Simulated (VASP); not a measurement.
# SrCo3 in VASP: notebook, part 3 of 3

VASP 6.6.1. Earlier steps stand in the parts before.

## 5. Single point, PBE, collinear spin, ferromagnetic start

This run uses another cell than the first one, of 16.40 Å³/atom.

File INCAR:

```
SYSTEM = SrCo3
  PREC = Accurate
  ENCUT = 520
  EDIFF = 1E-7
  ISMEAR = 0
  SIGMA = 0.05
  LREAL = .False.
  LASPH = .True.
  NELM = 150
  ALGO = Normal
  ISIF = 2
  LWAVE = .False.
  LCHARG = .False.
  ISPIN = 2
  MAGMOM = 0 1.67 1.67 1.67
  LORBIT = 11
  LMAXMIX = 4
  GGA = PE
  NBANDS = 30
```

File KPOINTS:

```
Automatic mesh
0
Gamma
  8 8 8
  0 0 0
```

File POSCAR:

```
SrCo3
1.0
    4.0068273888      0.0000000000      0.0000000000
    0.0000000000      4.0068273888      0.0000000000
    0.0000000000      0.0000000000      4.0869639366
Sr Co
1 3
Direct
    0.0000000000      0.0000000000      0.0000000000
    0.0000000000      0.5000000000      0.5000000000
    0.5000000000      0.5000000000      0.0000000000
    0.5000000000      0.0000000000      0.5000000000
```

Potentials or basis: VASP PAW PBE potentials, release 64 (Sr_sv, Co).

Command:

```
$ cat potpaw_PBE.64/Sr_sv/POTCAR potpaw_PBE.64/Co/POTCAR > POTCAR
$ mpirun -np 1 vasp_std > vasp.out
```

OUTCAR:

```text
SYSTEM = SrCo3
   PREC = Accurate
   ENCUT = 520
   EDIFF = 1E-7
   ISMEAR = 0
   LREAL = .False.
   LASPH = .True.
   NELM = 150
   ISIF = 2
   ISPIN = 2
   LORBIT = 11
   GGA = PE

 ion  position               nearest neighbor table
   1  0.000  0.000  0.000-   3 2.83   3 2.83   3 2.83   3 2.83   4 2.86   2 2.86   2 2.86   2 2.86
                             4 2.86   4 2.86   4 2.86   2 2.86
   2  0.000  0.500  0.500-   4 2.83   4 2.83   4 2.83   4 2.83   3 2.86   1 2.86   3 2.86   1 2.86
                             3 2.86   1 2.86   3 2.86   1 2.86
   3  0.500  0.500  0.000-   1 2.83   1 2.83   1 2.83   1 2.83   4 2.86   2 2.86   4 2.86   4 2.86
                             4 2.86   2 2.86   2 2.86   2 2.86
   4  0.500  0.000  0.500-   2 2.83   2 2.83   2 2.83   2 2.83   3 2.86   1 2.86   3 2.86   3 2.86
                             1 2.86   3 2.86   1 2.86   1 2.86

  LATTYP: Found a simple tetragonal cell.
 ALAT       =     4.0068273888
 C/A-ratio  =     1.0200000000

  Lattice vectors:

 A1 = (   4.0068273888,   0.0000000000,   0.0000000000)
 A2 = (   0.0000000000,   4.0068273888,   0.0000000000)
 A3 = (   0.0000000000,   0.0000000000,   4.0869639366)

Analysis of symmetry for initial positions (statically):
=====================================================================
 Subroutine PRICEL returns:
 Original cell was already a primitive cell.

 Routine SETGRP: Setting up the symmetry group for a
 simple tetragonal supercell.

 Subroutine GETGRP returns: Found 16 space group operations
 (whereof 16 operations were pure point group operations)
 out of a pool of 16 trial point group operations.

The static configuration has the point symmetry D_4h.

Analysis of symmetry for dynamics (positions and initial velocities):
=====================================================================
 Subroutine PRICEL returns:
 Original cell was already a primitive cell.

 Routine SETGRP: Setting up the symmetry group for a
 simple tetragonal supercell.

 Subroutine GETGRP returns: Found 16 space group operations
 (whereof 16 operations were pure point group operations)
 out of a pool of 16 trial point group operations.

The dynamic configuration has the point symmetry D_4h.

Analysis of structural, dynamic, and magnetic symmetry:
=====================================================================
 Subroutine PRICEL returns:
 Original cell was already a primitive cell.

 Routine SETGRP: Setting up the symmetry group for a
 simple tetragonal supercell.

 Subroutine GETGRP returns: Found 16 space group operations
 (whereof 16 operations were pure point group operations)
 out of a pool of 16 trial point group operations.

The overall configuration has the point symmetry D_4h.

 Subroutine INISYM returns: Found 16 space group operations
 (whereof 16 operations are pure point group operations),
 and found     1 'primitive' translations

----------------------------------------------------------------------------------------

                                     Primitive cell

  volume of cell :      65.6148

  direct lattice vectors                    reciprocal lattice vectors
     4.006827389  0.000000000  0.000000000     0.249574015  0.000000000  0.000000000
     0.000000000  4.006827389  0.000000000     0.000000000  0.249574015  0.000000000
     0.000000000  0.000000000  4.086963937     0.000000000  0.000000000  0.244680407

  length of vectors
     4.006827389  4.006827389  4.086963937     0.249574015  0.249574015  0.244680407

[... 89 lines left out ...]
   NFREE  =      0    steps in history (QN), initial steepest desc. (CG)
   ISIF   =      2    stress and relaxation
   ISYM   =      2    0-nonsym 1-usesym 2-fastsym
   POTIM  = 0.5000    time-step for ionic-motion
   TEBEG  =    0.0;   TEEND  =   0.0 temperature during run
   PSTRESS=    0.0 pullay stress
   NELECT =      37.0000    total number of electrons
   NUPDOWN=      -1.0000    fix difference up-down
   EMIN   =  10.00;   EMAX   =-10.00  energy-range for DOS
   EFERMI =   0.00;   METHOD = LEGACY
   ISMEAR =     0;   SIGMA  =   0.05  broadening in eV -4-tet -1-fermi 0-gaus
   EFERMI_NEDOS =   21; number of points for ismear=-14 and -15
   IALGO  =     38    algorithm
   IMIX   =      4    mixing-type and parameters
     AMIX     =   0.40;   BMIX     =  1.00
     AMIX_MAG =   1.60;   BMIX_MAG =  1.00
  volume/ion in A,a.u.               =      16.40       110.70
  Fermi-wavevector in a.u.,A,eV,Ry     =   1.352513  2.555879 24.889013  1.829291
  Thomas-Fermi vector in A             =   2.479845
   LORBIT       =     11    0 simple, 1 ext, 2 COOP (PROOUT), +10 PAW based schemes
   GGA     = PE    functional components
   LHFCALC =     F    Hartree Fock is set to
   AEXX    =    0.0000 exact exchange contribution
   IVDW    =     0    specifies the selected vdW correction
   LEPSILON=     F    determine dielectric tensor
   LRPA    =     F    only Hartree local field effects (RPA)
 spin polarized calculation
 Gauss-broadening in eV      SIGMA  =   0.05
  energy-cutoff  :      520.00
  volume of cell :       65.61
 maximum number of plane-waves:      1795
 NGX is ok and might be reduce to    30
   NGX = 15   NGY = 15   NGZ = 15

 number of electron      36.9999990 magnetization       4.1678181

 Free energy of the ion-electron system (eV)
  ---------------------------------------------------
  ext. energy  EPLUGINS =         0.00000000
  ---------------------------------------------------
  free energy    TOTEN  =       -19.23889300 eV

  energy without entropy =      -19.23263589  energy(sigma->0) =      -19.23576445

 E-fermi :   6.0483     XC(G=0): -11.4005

 val. band max:        6.0430189662   @ k =   0.5000   0.2500   0.3750
 cond. band min:       6.0543414629   @ k =   0.5000   0.5000   0.0000
 fundamental gap:      0.0113224967
 Fermi energy:         6.0483216061

 spin component 1

 k-point     1 :       0.0000    0.0000    0.0000
  band No.  band energies     occupation
      1     -27.5540      1.00000
      2      -9.7473      1.00000
      3      -9.7340      1.00000
      4      -9.7340      1.00000
      5      -0.1023      1.00000
      6       2.5634      1.00000
[... 781 lines left out ...]
     29      14.1589      0.00000
     30      14.9567      0.00000

 [... further k-points ...]

 spin component 2

 k-point     1 :       0.0000    0.0000    0.0000
  band No.  band energies     occupation
      1     -27.6263      1.00000
      2      -9.8409      1.00000
      3      -9.8265      1.00000
      4      -9.8265      1.00000
      5      -0.0989      1.00000
      6       3.5119      1.00000
[... 781 lines left out ...]
     29      14.3034      0.00000
     30      15.0685      0.00000

 [... further k-points ...]

------------------------ aborting loop because EDIFF is reached ----------------------------------------

  FORCE on cell =-STRESS in cart. coord.  units (eV):
  Direction    XX          YY          ZZ          XY          YZ          ZX
  --------------------------------------------------------------------------------------
  -------------------------------------------------------------------------------------
  Total       -0.3909216     -0.3909216     -0.5424372      0.0000000     -0.0000000      0.0000000
  in kB       -9.5454891     -9.5454891    -13.2451844      0.0000000     -0.0000000      0.0000000
  external PRESSURE =     -10.7787209 kB  Pullay stress =       0.0000000 kB

 VOLUME and BASIS-vectors are now :
 -----------------------------------------------------------------------------
  energy-cutoff  :      520.00
  volume of cell :       65.61
      direct lattice vectors                 reciprocal lattice vectors
     4.006827389  0.000000000  0.000000000     0.249574015  0.000000000  0.000000000
     0.000000000  4.006827389  0.000000000     0.000000000  0.249574015  0.000000000
     0.000000000  0.000000000  4.086963937     0.000000000  0.000000000  0.244680407

 POSITION                                       TOTAL-FORCE (eV/Angst)
 -----------------------------------------------------------------------------------
      0.00000      0.00000      0.00000         0.000000      0.000000      0.000000
      0.00000      2.00341      2.04348         0.000000      0.000000      0.000000
      2.00341      2.00341      0.00000         0.000000      0.000000      0.000000
      2.00341      0.00000      2.04348         0.000000      0.000000      0.000000
 -----------------------------------------------------------------------------------
    total drift:                                0.000000      0.000000     -0.000000

  FREE ENERGIE OF THE ION-ELECTRON SYSTEM (eV)
  ---------------------------------------------------
  free  energy   TOTEN  =       -19.2388930014 eV

  energy  without entropy=      -19.2326358924  energy(sigma->0) =      -19.23576445

 total charge

# of ion       s       p       d       tot
------------------------------------------
    1        2.073   5.767   0.468   8.308
    2        0.421   0.251   7.275   7.948
    3        0.422   0.246   7.291   7.960
    4        0.421   0.251   7.275   7.948
--------------------------------------------------
tot          3.337   6.516  22.310  32.163

 magnetization (x)

# of ion       s       p       d       tot
------------------------------------------
    1       -0.005  -0.025  -0.084  -0.114
    2       -0.010  -0.019   1.546   1.517
    3       -0.012  -0.019   1.513   1.482
    4       -0.010  -0.019   1.546   1.517
--------------------------------------------------
tot         -0.037  -0.082   4.522   4.403
```

OSZICAR:

```text
N       E                     dE             d eps       ncg     rms          rms(c)
DAV:   1     0.278912839476E+03    0.27891E+03   -0.16390E+04  9008   0.144E+03
[... 13 lines left out ...]
DAV:  15    -0.192389585697E+02    0.28285E-03   -0.15212E-03 12734   0.456E-01    0.234E-01
DAV:  16    -0.192388951750E+02    0.63395E-04   -0.36087E-04 12016   0.210E-01    0.128E-01
DAV:  17    -0.192389109271E+02   -0.15752E-04   -0.58363E-05 12138   0.865E-02    0.927E-02
DAV:  18    -0.192389009902E+02    0.99369E-05   -0.92740E-06 12848   0.508E-02    0.653E-02
DAV:  19    -0.192388935368E+02    0.74534E-05   -0.94799E-06 13908   0.532E-02    0.257E-02
DAV:  20    -0.192388930198E+02    0.51706E-06   -0.34024E-06 14110   0.214E-02    0.107E-02
DAV:  21    -0.192388930014E+02    0.18346E-07   -0.37406E-07  8778   0.728E-03
   1 F= -.19238893E+02 E0= -.19235764E+02  d E =-.625711E-02  mag=     4.1678
```

stdout:

```text
POSCAR found type information on POSCAR SrCo
 POSCAR found :  2 types and       4 ions
 scaLAPACK will be used
 LDA part: xc-table for (Slater+PW92), standard interpolation
 POSCAR, INCAR and KPOINTS ok, starting setup
 FFT: planning ... GRIDC
 FFT: planning ... GRID_SOFT
 FFT: planning ... GRID
 WAVECAR not read
 entering main loop
```

Wall time 4.8 min (1 thread of AMD EPYC 7R13 (Zen 3), shared host); peak memory 0.32 GiB.

Results:

```
Free energy                                           : -19.2389 eV
Pressure                                              : -1.1 GPa
Net moment                                            : 4.17 μB per cell
Site moments                                          : Sr -0.11; Co +1.52, +1.48 (each value once) μB
Valence electrons inside the program's atomic spheres : Sr 8.31; Co 7.95, 7.96 (each value once)
```

Stress tensor (GPa, compression positive):
```
-0.95  0.00  0.00
 0.00 -0.95  0.00
 0.00  0.00 -1.32
```

## 6. Overview

```tsv
cell	gap on the mesh (eV)	pressure (GPa)	moment (μB)
a = 3.953 Å, 4 atoms	none	3.8	4.10
a = 3.980 Å, 4 atoms	none	2.0	4.13
a = 4.007 Å, 4 atoms	none	0.4	4.15
a = 4.007, b = 4.007, c = 4.087 Å, 4 atoms	none	-1.1	4.17
```

Alike in all rows: task single point; level PBE; potentials or basis VASP PAW PBE potentials, release 64 (Sr_sv, Co); spin collinear, ferromagnetic start; k mesh 8 × 8 × 8; cutoff (eV) 520; smearing gaussian 0.05 eV.

Caveats: the cell stands under pressure (at least some runs).

Absolute energies hang on the potentials; compare differences alone.
